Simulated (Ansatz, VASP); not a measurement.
## Two plane-wave programs on Te

Contents of POSCAR:

```
Te
1.0
    4.4540000000      0.0000000000      0.0000000000
   -2.2270000000      3.8572771485      0.0000000000
    0.0000000000      0.0000000000      5.9240000000
Te
3
Direct
    0.7310000000      0.7310000000      0.0000000000
    0.0000000000      0.2690000000      0.6666666667
    0.2690000000      0.0000000000      0.3333333333
```

Contents of INCAR.step1:

```
SYSTEM = Te
  PREC = Accurate
  ENCUT = 520
  EDIFF = 1E-5
  ISMEAR = -1
  SIGMA = 0.05
  LREAL = .False.
  LASPH = .True.
  NELM = 100
  ALGO = Normal
  ISIF = 2
  LWAVE = .True.
  NBANDS = 16
  GGA = PE
```

File INCAR.step2:

```
SYSTEM = Te
  PREC = Accurate
  ENCUT = 520
  EDIFF = 1E-6
  ISMEAR = -1
  SIGMA = 0.05
  LREAL = .False.
  LASPH = .True.
  NELM = 100
  ALGO = Normal
  ISIF = 2
  LWAVE = .False.
  LCHARG = .True.
  GGA = PE
  LHFCALC = .True.
  AEXX = 0.25
  HFSCREEN = 0.15
  PRECFOCK = Normal
  LELF = .True.
  LVHAR = .True.
  NBANDS = 16
  ISTART = 1
```

File KPOINTS:

```
regular mesh
0
Gamma
  4 4 3
  0 0 0
```

The input input.yaml:

```yaml
crystal:
  lattice:
    - [4.454, 0.0, 0.0]
    - [-2.227, 3.8572771485, 0.0]
    - [0.0, 0.0, 5.924]
  atoms:
    - { symbol: Te, position: [0.731, 0.731, 0.0] }
    - { symbol: Te, position: [0.0, 0.269, 0.6666666667] }
    - { symbol: Te, position: [0.269, 0.0, 0.3333333333] }
hamiltonian:
  xc:
    exchange: pbe
    correlation: pbe
    exx: { coeff: 0.25, omega: 0.15 }
  pseudopotentials: { kind: paw }
kpoints:
  mp_grid: { grid: [4, 4, 3] }
scf:
  occupations: { method: fermi_dirac, width: 0.05 }
output:
  forces: true
  stress: true
  eigenvalues: true
  write_density: true
  write_potential: true
  elf: true
  volumetric_format: npy
```

Alike in both runs: task single point; functional PBE-based screened hybrid; k mesh 4 × 4 × 3; occupations fermi-dirac, width 0.05 eV; no spin polarisation.

|  | VASP | Ansatz |
| --- | --- | --- |
| version | VASP 6.6.1 | Ansatz 0.2.0 |
| potentials or method | VASP PAW PBE potentials, release 64 (Te) | Ansatz PAW |
| plane-wave cutoff (eV) | 520 | 420 |
| valence electrons in the cell | 18 | 48 |

```tsv
	VASP	Ansatz	Ansatz less VASP
gap on the k mesh at the Fermi level (eV)	1.38	1.39	+0.011
least direct gap on the mesh (eV)	1.58	1.60	+0.017
pressure (GPa)	-0.8	-0.3	+0.50
traceless stress, the component that is largest in VASP (GPa)	-0.87	-0.73	+0.141
rms of the force components (eV/Å)	0.214	0.200	-0.0140
```

VASP's potentials were made for PBE, not for PBE-based screened hybrid. Atom by atom the forces differ by 0.014 eV/Å (rms over components). VASP's potentials hold 18 valence electrons a cell and Ansatz's 48, so a difference there can come from the potentials and not from the codes.

Spin-orbit coupling is off throughout. Noted on Ansatz's run: odd divisions of the mesh miss points on the zone boundary, where band edges often lie, so the gap on the mesh can be too wide.
